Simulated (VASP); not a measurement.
A run of VASP 6.6.1 is set up as follows.

INCAR

```
SYSTEM = Co
PREC = Accurate
ENCUT = 520
EDIFF = 1E-7
ISMEAR = 0
SIGMA = 0.1
LREAL = .False.
LASPH = .True.
NELM = 150
ALGO = Normal
ISIF = 2
LWAVE = .False.
LCHARG = .False.
ISPIN = 2
MAGMOM = 1.95 1.97 1.95 1.97
LORBIT = 11
LMAXMIX = 4
GGA = PE
NBANDS = 30
```

KPOINTS

```
Automatic mesh
0
Gamma
  18 18 6
  0 0 0
```

POSCAR

```
Co
1.0
    2.4914131128      0.0000000000      0.0000000000
   -1.2457065564      2.1576270470      0.0000000000
    0.0000000000      0.0000000000      8.0932147728
Co
4
Direct
    0.0000000000      0.0000000000      0.0000000000
    0.3333333333      0.6666666667      0.2500000000
    0.0000000000      0.0000000000      0.5000000000
    0.6666666667      0.3333333333      0.7500000000
```

Potentials or basis: VASP PAW PBE potentials, release 64 (Co).

Command:

```console
$ cat potpaw_PBE.64/Co/POTCAR > POTCAR
$ mpirun -np 1 vasp_std > vasp.out
```

Task: Predict the pressure.

Result: -0.7 GPa.

Task: What does it give for the net moment?

Result: 6.49 μB per cell.
